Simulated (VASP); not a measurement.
# Mg11Zn5O16 (P1) in VASP: notebook, part 2 of 2

VASP 6.6.1. The steps go on from the part before.

### Step 3. Single point, PBEsol

Contents of INCAR:

```
SYSTEM = Mg11Zn5O16
PREC = Accurate
ENCUT = 520
EDIFF = 1E-6
ISMEAR = -1
SIGMA = 0.05
LREAL = Auto
LASPH = .TRUE.
NELM = 100
ALGO = Normal
ISIF = 2
LWAVE = .FALSE.
LCHARG = .FALSE.
GGA = PS
NBANDS = 216
ISYM = 0
```

Contents of KPOINTS:

```
Automatic mesh
0
Gamma
  1 1 1
  0.25 0.25 0.25
```

Contents of POSCAR:

```
Mg11Zn5O16
1.0
    8.4609790081      0.0000000000      0.0000000000
    0.0000000000      8.4609790081      0.0000000000
    0.0000000000      0.0000000000      8.4609790081
O Mg Zn
32 22 10
Direct
    0.2499790000      0.9964100000      0.0002530000
    0.2472590000      0.9967450000      0.4994230000
    0.2522170000      0.5026540000      0.0024100000
    0.2500310000      0.5030920000      0.4971360000
    0.7504460000      0.9993110000      0.0032430000
    0.7523640000      0.0013960000      0.4981790000
    0.7477160000      0.5004810000      0.0002710000
    0.7502790000      0.4979010000      0.4995580000
    0.9976930000      0.2473280000      0.9996150000
    0.9974520000      0.2499050000      0.5004070000
    0.0002000000      0.7520000000      0.9994660000
    0.0024200000      0.7500890000      0.5006900000
    0.5028960000      0.2498310000      0.9995690000
    0.5025150000      0.2525280000      0.5006450000
    0.5002240000      0.7497960000      0.9965200000
    0.4980820000      0.7478690000      0.5019520000
    0.0004530000      0.0029100000      0.2504620000
    0.0031410000      0.0032850000      0.7503040000
    0.0002390000      0.4971540000      0.2525720000
    0.9984980000      0.4975780000      0.7474780000
    0.4997720000      0.0025590000      0.2477710000
    0.4977550000      0.0007380000      0.7521930000
    0.4997520000      0.4967340000      0.2498510000
    0.5029060000      0.5000270000      0.7495830000
    0.2501290000      0.2497080000      0.2499290000
    0.2504810000      0.2481240000      0.7498510000
    0.2502220000      0.7498360000      0.2496600000
    0.2532360000      0.7526860000      0.7499150000
    0.7500660000      0.2498560000      0.2501160000
    0.7503610000      0.2528530000      0.7504040000
    0.7499640000      0.7496190000      0.2475920000
    0.7483360000      0.7483260000      0.7520670000
    0.0002830000      0.9996970000      0.9999290000
    0.9996580000      0.9994110000      0.5006280000
    0.0004870000      0.5006040000      0.5003210000
    0.5001760000      0.9996080000      0.9999750000
    0.4997070000      0.4998760000      0.9996120000
    0.4998980000      0.5002550000      0.4997060000
    0.2495960000      0.7492570000      0.9993940000
    0.2503770000      0.7500400000      0.4998050000
    0.7503180000      0.2499300000      0.0000850000
    0.7500280000      0.2495290000      0.5004390000
    0.7508610000      0.7498780000      0.9997760000
    0.2502760000      0.9996060000      0.2503470000
    0.2503030000      0.0002490000      0.7496130000
    0.2496680000      0.4998620000      0.2494690000
    0.7497370000      0.9989390000      0.2509170000
    0.7503880000      0.5005440000      0.2501320000
    0.7509630000      0.5007330000      0.7499140000
    0.0002600000      0.2499400000      0.2499800000
    0.0011140000      0.2507080000      0.7503920000
    0.4999050000      0.2497210000      0.2503350000
    0.4998270000      0.2500910000      0.7495670000
    0.5009430000      0.7507390000      0.7491570000
    0.9997280000      0.4994670000      0.0001950000
    0.4997680000      0.0000880000      0.4999590000
    0.2506190000      0.2490480000      0.0001530000
    0.2493670000      0.2500730000      0.4996800000
    0.7500130000      0.7493980000      0.5001640000
    0.2510660000      0.5006980000      0.7496450000
    0.7504630000      0.0009400000      0.7508230000
    0.0005230000      0.7504230000      0.2501130000
    0.0008280000      0.7505200000      0.7499570000
    0.4997490000      0.7493250000      0.2488890000
```

Potentials or basis: VASP PAW PBE potentials, release 64 (O, Mg, Zn).

Started as:

```bash
$ cat potpaw_PBE.64/O/POTCAR potpaw_PBE.64/Mg/POTCAR potpaw_PBE.64/Zn/POTCAR > POTCAR
$ mpirun -np 1 vasp_std > vasp.out
```

OUTCAR:

```text
SYSTEM = Mg11Zn5O16
   PREC = Accurate
   ENCUT = 520
   EDIFF = 1E-6
   ISMEAR = -1
   LREAL = Auto
   LASPH = .TRUE.
   NELM = 100
   ISIF = 2
   GGA = PS
   ISYM = 0

 ion  position               nearest neighbor table
   1  0.250  0.996  0.000-  39 2.09  33 2.11  44 2.12  36 2.12  45 2.12  57 2.14
   2  0.247  0.997  0.499-  40 2.09  34 2.10  44 2.11  45 2.12  56 2.14  58 2.14
   3  0.252  0.503  0.002-  39 2.09  46 2.09  37 2.09  55 2.14  60 2.14  57 2.15
   4  0.250  0.503  0.497-  40 2.09  46 2.10  35 2.11  38 2.11  60 2.14  58 2.14
   5  0.750  0.999  0.003-  47 2.10  43 2.11  33 2.11  36 2.12  41 2.12  61 2.14
   6  0.752  0.001  0.498-  47 2.09  34 2.09  42 2.10  59 2.13  56 2.14  61 2.14
[... 76 lines left out ...]
  58  0.249  0.250  0.500-  25 2.11  26 2.12  10 2.13   4 2.14  14 2.14   2 2.14  50 2.98  51 2.99
                            35 2.99  45 2.99  44 2.99  52 2.99  46 2.99  53 2.99  34 2.99  56 2.99
  59  0.750  0.749  0.500-   8 2.13  32 2.13  16 2.13   6 2.13  12 2.14  31 2.14  54 2.98  49 2.98
                            47 2.98  48 2.98  38 2.99  35 2.99  34 2.99  62 2.99  63 3.00  56 3.00
  60  0.251  0.501  0.750-  24 2.13  28 2.13   4 2.14  26 2.14  20 2.14   3 2.14  39 2.98  37 2.98
                            38 2.98  40 2.99  53 2.99  35 2.99  54 2.99  51 2.99  63 2.99  58 2.99
  61  0.750  0.001  0.751-  30 2.13   5 2.14  32 2.14   6 2.14  18 2.14  22 2.14  41 2.98  33 2.99
                            42 2.99  34 2.99  36 2.99  54 2.99  53 2.99  43 2.99  51 2.99  63 3.00
  62  0.001  0.750  0.250-  27 2.11  31 2.12  12 2.12  11 2.12  17 2.14  19 2.14  44 2.99  47 2.99
                            33 2.99  34 2.99  40 2.99  46 2.99  39 2.99  43 2.99  48 2.99  35 2.99
  63  0.001  0.751  0.750-  12 2.11  11 2.11  28 2.14  32 2.14  18 2.14  20 2.14  39 2.98  34 2.98
                            33 2.99  45 2.99  35 2.99  49 2.99  40 2.99  43 2.99  60 2.99  59 3.00
  64  0.500  0.749  0.249-  27 2.11  31 2.12  15 2.14  23 2.14  16 2.14  21 2.14  37 2.98  36 2.99
                            48 2.99  46 2.99  47 2.99  39 2.99  44 2.99  38 2.99  43 2.99  40 2.99

IMPORTANT INFORMATION: All symmetrisations will be switched off!
NOSYMM: (Re-)initialisation of all symmetry stuff for point group C_1.

----------------------------------------------------------------------------------------

                                     Primitive cell

  volume of cell :     605.7060

  direct lattice vectors                    reciprocal lattice vectors
     8.460979008  0.000000000  0.000000000     0.118189633  0.000000000  0.000000000
     0.000000000  8.460979008  0.000000000     0.000000000  0.118189633  0.000000000
     0.000000000  0.000000000  8.460979008     0.000000000  0.000000000  0.118189633

  length of vectors
     8.460979008  8.460979008  8.460979008     0.118189633  0.118189633  0.118189633

  position of ions in fractional coordinates (direct lattice)
     0.249979000  0.996410000  0.000253000
     0.247259000  0.996745000  0.499423000
     0.252217000  0.502654000  0.002410000
     0.250031000  0.503092000  0.497136000
     0.750446000  0.999311000  0.003243000
     0.752364000  0.001396000  0.498179000
[... 56 lines left out ...]
     0.000828000  0.750520000  0.749957000
     0.499749000  0.749325000  0.248889000

  ion indices of the primitive-cell ions
   primitive index   ion index
                 1           1
                 2           2
                 3           3
                 4           4
                 5           5
                 6           6
[... 56 lines left out ...]
                63          63
                64          64

----------------------------------------------------------------------------------------

 KPOINTS: Automatic mesh

Automatic generation of k-mesh.
 Grid dimensions read from file:
 generate k-points for:    1    1    1
[... 29 lines left out ...]
   dimension x,y,z NGXF=   128 NGYF=  128 NGZF=  128
   ions per type =              32  22  10
   NGX,Y,Z   is equivalent  to a cutoff of  12.58, 12.58, 12.58 a.u.
   NGXF,Y,Z  is equivalent  to a cutoff of  25.15, 25.15, 25.15 a.u.
 SYSTEM =  Mg11Zn5O16
   PREC   = accura    normal or accurate (medium, high low for compatibility)
   ISTART =      0    job   : 0-new  1-cont  2-samecut
   ICHARG =      2    charge: 1-file 2-atom 10-const
   ISPIN  =      1    spin polarized calculation?
   LNONCOLLINEAR =      F non collinear calculations
   LSORBIT =      F    spin-orbit coupling
   LASPH  =      T    aspherical Exc in radial PAW
   ENCUT  =  520.0 eV  38.22 Ry    6.18 a.u.  15.73 15.73 15.73*2*pi/ulx,y,z
   NELM   =    100;   NELMIN=  2; NELMDL= -5     # of ELM steps
   EDIFF  = 0.1E-05   stopping-criterion for ELM
   LREAL  =      T    real-space projection
   EDIFFG = 0.1E-04   stopping-criterion for IOM
   NSW    =      0    number of steps for IOM
   IBRION =     -1    ionic relax: 0-MD 1-quasi-New 2-CG
   NFREE  =      0    steps in history (QN), initial steepest desc. (CG)
   ISIF   =      2    stress and relaxation
   ISYM   =      0    0-nonsym 1-usesym 2-fastsym
   POTIM  = 0.5000    time-step for ionic-motion
   TEBEG  =    0.0;   TEEND  =   0.0 temperature during run
   PSTRESS=    0.0 pullay stress
   NELECT =     356.0000    total number of electrons
   NUPDOWN=      -1.0000    fix difference up-down
   EMIN   =  10.00;   EMAX   =-10.00  energy-range for DOS
   EFERMI =   0.00;   METHOD = LEGACY
   ISMEAR =    -1;   SIGMA  =   0.05  broadening in eV -4-tet -1-fermi 0-gaus
   EFERMI_NEDOS =   21; number of points for ismear=-14 and -15
   IALGO  =     38    algorithm
   IMIX   =      4    mixing-type and parameters
     AMIX     =   0.40;   BMIX     =  1.00
     AMIX_MAG =   1.60;   BMIX_MAG =  1.00
  volume/ion in A,a.u.               =       9.46        63.87
  Fermi-wavevector in a.u.,A,eV,Ry     =   1.371316  2.591412 25.585859  1.880508
  Thomas-Fermi vector in A             =   2.497024
   LORBIT       =      0    0 simple, 1 ext, 2 COOP (PROOUT), +10 PAW based schemes
   GGA     = PS    functional components
   LHFCALC =     F    Hartree Fock is set to
   AEXX    =    0.0000 exact exchange contribution
   IVDW    =     0    specifies the selected vdW correction
   LEPSILON=     F    determine dielectric tensor
   LRPA    =     F    only Hartree local field effects (RPA)
 non-spin polarized calculation
  energy-cutoff  :      520.00
  volume of cell :      605.71
 maximum number of plane-waves:     16293
 NGX is ok and might be reduce to    64
   NGX = 31   NGY = 31   NGZ = 31

 number of electron     356.0000195 magnetization

 Free energy of the ion-electron system (eV)
  ---------------------------------------------------
  ext. energy  EPLUGINS =         0.00000000
  ---------------------------------------------------
  free energy    TOTEN  =      -370.48289445 eV

  energy without entropy =     -370.48289445  energy(sigma->0) =     -370.48289445

 E-fermi :   4.3847     XC(G=0): -11.7153

 val. band max:        3.1188250878   @ k =   0.2500  -0.2500   0.2500
 cond. band min:       7.0627068692   @ k =   0.2500  -0.2500   0.2500
 fundamental gap:      3.9438817814
 Fermi energy:         4.3847244759

 k-point     1 :       0.2500    0.2500    0.2500
  band No.  band energies     occupation
      1     -14.5691      2.00000
      2     -14.2093      2.00000
      3     -14.1678      2.00000
      4     -14.1236      2.00000
      5     -13.8735      2.00000
      6     -13.8419      2.00000
[... 761 lines left out ...]
    189      10.3072      0.00000
    190      10.4655      0.00000
 [bands above 190 left out]

------------------------ aborting loop because EDIFF is reached ----------------------------------------

  FORCE on cell =-STRESS in cart. coord.  units (eV):
  Direction    XX          YY          ZZ          XY          YZ          ZX
  --------------------------------------------------------------------------------------
  -------------------------------------------------------------------------------------
  Total       -0.0890087      0.0971962     -0.0114897     -0.7104312      0.3101402      0.1570833
  in kB       -0.2354406      0.2570976     -0.0303919     -1.8791904      0.8203644      0.4155074
  external PRESSURE =      -0.0029116 kB  Pullay stress =       0.0000000 kB

 VOLUME and BASIS-vectors are now :
 -----------------------------------------------------------------------------
  energy-cutoff  :      520.00
  volume of cell :      605.71
      direct lattice vectors                 reciprocal lattice vectors
     8.460979008  0.000000000  0.000000000     0.118189633  0.000000000  0.000000000
     0.000000000  8.460979008  0.000000000     0.000000000  0.118189633  0.000000000
     0.000000000  0.000000000  8.460979008     0.000000000  0.000000000  0.118189633

 POSITION                                       TOTAL-FORCE (eV/Angst)
 -----------------------------------------------------------------------------------
      2.11507      8.43060      0.00214         0.005591     -0.040761      0.013785
      2.09205      8.43344      4.22561        -0.033264     -0.032507      0.013517
      2.13400      4.25294      0.02039         0.027879      0.029508      0.027768
      2.11551      4.25665      4.20626        -0.000370      0.052407     -0.056517
      6.34951      8.45515      0.02744        -0.002023     -0.008614      0.038790
      6.36574      0.01181      4.21508         0.041893      0.042117     -0.057469
[... 56 lines left out ...]
      0.00701      6.35013      6.34537         0.001564     -0.000140      0.000537
      4.22837      6.34002      2.10584        -0.001772     -0.002090     -0.004913
 -----------------------------------------------------------------------------------
    total drift:                               -0.006544      0.004480      0.004406

  FREE ENERGIE OF THE ION-ELECTRON SYSTEM (eV)
  ---------------------------------------------------
  free  energy   TOTEN  =      -370.4828944550 eV

  energy  without entropy=     -370.4828944550  energy(sigma->0) =     -370.48289445
```

It took 31 min on 1 thread of Intel Xeon 6975P-C, shared host; peak memory 0.77 GiB.

What came out:

- Free energy: -370.4829 eV
- Pressure: 0.0 GPa
- Largest force: 0.087 eV/Å
- Band gap on the k mesh: 3.94 eV, direct

Forces in eV/Å, atoms in the order of the input:
```
O    0.006 -0.041  0.014
O   -0.033 -0.033  0.014
O    0.028  0.030  0.028
O    0.000  0.052 -0.057
O   -0.002 -0.009  0.039
O    0.042  0.042 -0.057
O   -0.045  0.009  0.011
O    0.010 -0.042  0.003
O   -0.036 -0.034  0.017
O   -0.044  0.007  0.014
O   -0.005  0.044 -0.008
O    0.039 -0.008 -0.005
O    0.044 -0.007 -0.013
O    0.034  0.034 -0.017
O    0.012  0.006 -0.035
O   -0.045 -0.044  0.055
O   -0.009  0.040 -0.008
O    0.034  0.041 -0.019
O    0.001 -0.048  0.052
O   -0.030 -0.031 -0.025
O   -0.002  0.049 -0.045
O   -0.048  0.000  0.046
O    0.009 -0.038  0.005
O    0.043 -0.009 -0.007
O    0.001 -0.002 -0.001
O    0.010 -0.044  0.007
O    0.001  0.000 -0.005
O    0.035  0.035 -0.017
O    0.000 -0.002  0.001
O   -0.004  0.041 -0.005
O    0.008  0.005 -0.038
O   -0.045 -0.044  0.060
Mg   0.000  0.001  0.003
Mg   0.000  0.002  0.002
Mg  -0.002 -0.002 -0.003
Mg  -0.001  0.002 -0.001
Mg   0.004 -0.001 -0.002
Mg   0.000 -0.001  0.002
Mg   0.002  0.005  0.002
Mg  -0.001 -0.002  0.005
Mg  -0.004  0.001 -0.001
Mg   0.002  0.003 -0.001
Mg  -0.005  0.001 -0.002
Mg   0.001  0.002 -0.004
Mg   0.001  0.000 -0.002
Mg   0.000 -0.001  0.006
Mg   0.004  0.003 -0.004
Mg  -0.002 -0.004 -0.001
Mg  -0.006 -0.005  0.000
Mg  -0.001  0.000 -0.001
Mg  -0.002 -0.003 -0.004
Mg   0.001  0.000  0.002
Mg   0.001  0.002  0.005
Mg  -0.003 -0.002  0.003
Zn   0.000 -0.002 -0.003
Zn  -0.001  0.004  0.001
Zn   0.000  0.001 -0.001
Zn   0.001 -0.002 -0.001
Zn   0.001 -0.003 -0.002
Zn   0.001  0.001 -0.001
Zn   0.001  0.004  0.004
Zn   0.000  0.000  0.000
Zn   0.002  0.000  0.001
Zn  -0.002 -0.002 -0.005
```

Caveat: the k points lie up to 0.74 Å⁻¹ apart; the PAW data sets were made with another functional, which shifts forces and pressure a little.
